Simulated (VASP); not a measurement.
Wanted: the native input for a VASP 6.6.1 run.

```yaml
Task: single point
Functional: LDA
Potentials_or_basis: VASP PAW LDA potentials, release 64 (Pb_d, S)
Cutoff: 520 eV
k_mesh: 8 × 8 × 8
Occupations: fermi-dirac, width 0.05 eV
Spin: no spin polarisation
Dipole_correction: no
Further_INCAR_settings: ALGO = Normal; EDIFF = 1e-06; NBANDS = 17
```

The structure of PbS lies in POSCAR:

```
PbS
1.0
    2.1126617058      1.2197458045      3.4519162518
   -2.1126617058      1.2197458045      3.4519162518
    0.0000000000     -2.4394916091      3.4519162518
Pb S
1 1
Direct
    0.9805657800      0.9805657800      0.9805657800
    0.4750355500      0.4750355500      0.4750355500
```

These files were run (other wordings do the same):

INCAR

```
  ALGO = Normal
  EDIFF = 1E-6
  ENCUT = 520
  GGA = CA
  ISIF = 2
  ISMEAR = -1
  LASPH = T
  LCHARG = T
  LELF = T
  LREAL = F
  LVHAR = T
  LWAVE = F
  NBANDS = 17
  NELM = 100
  PREC = Accurate
  SIGMA = 0.05
```

KPOINTS

```
k-points
0
Gamma
  8 8 8
```

Potentials or basis: VASP PAW LDA potentials, release 64 (Pb_d, S).

The run is started by

```bash
$ cat potpaw_LDA.64/Pb_d/POTCAR potpaw_LDA.64/S/POTCAR > POTCAR
$ mpirun -np 1 vasp_std > vasp.out
```

Results of the run:

```json
{
 "Pressure": "-3.7 GPa",
 "Largest force": "0.003 eV/Å",
 "Band gap on the k mesh": "0.31 eV, direct"
}
```

Caveat: spin-orbit coupling is left out, which moves the levels of the heavy elements.

Run time: 60 s on 1 thread of AMD EPYC 7R13 Processor (Zen 3), on a shared host, peak memory 0.16 GiB.
